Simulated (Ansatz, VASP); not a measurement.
# One calculation of HfO2, two programs

```
CELL_PARAMETERS angstrom
-3.60430 0.00000 0.00000
0.00000 -3.60430 0.00000
-0.90108 0.90108 10.52793
ATOMIC_POSITIONS crystal
Hf 0.44958 0.55043 0.20170
Hf 0.32458 0.67543 0.70170
Hf 0.88707 0.11292 0.45170
Hf 0.76207 0.23792 0.95170
O 0.92542 0.57458 0.29833
O 0.80042 0.69958 0.79833
O 0.41123 0.08877 0.35507
O 0.28623 0.21377 0.85507
O 0.47373 0.02627 0.10507
O 0.34873 0.15127 0.60507
O 0.98792 0.51208 0.04833
O 0.86292 0.63708 0.54833
```

Alike in both runs: task single point; functional PBE; k mesh 6 × 6 × 2; occupations gaussian, width 0.05 eV; no spin polarisation.

```csv
,VASP,Ansatz
version,VASP 6.6.1,Ansatz 0.2.0
potentials or method,"VASP PAW PBE potentials, release 64 (Hf_pv, O), cutoff 520 eV","scalar-relativistic, plane waves, PAW"
valence electrons in the cell,88,152
```

VASP gave:

| Quantity | Value |
| --- | --- |
| gap on the k mesh at the Fermi level (eV) | 3.26 |
| least direct gap on the mesh (eV) | 3.26 |
| pressure (GPa) | 11.2 |
| traceless stress, the component that is largest in VASP (GPa) | -13.63 |
| rms of the force components (eV/Å) | 3.806 |

Which values does Ansatz return?

gap on the k mesh at the Fermi level (eV): 3.29; least direct gap on the mesh (eV): 3.29; pressure (GPa): 13.8; traceless stress, the component that is largest in VASP (GPa): -13.24; rms of the force components (eV/Å): 3.695.

Atom by atom the forces differ by 0.117 eV/Å (rms over components). The functional is the same, so the differences come from potentials, cutoffs and numerics. VASP's potentials hold 88 valence electrons a cell and Ansatz's 152, so a difference there can come from the potentials and not from the codes.

Spin-orbit coupling is off throughout.
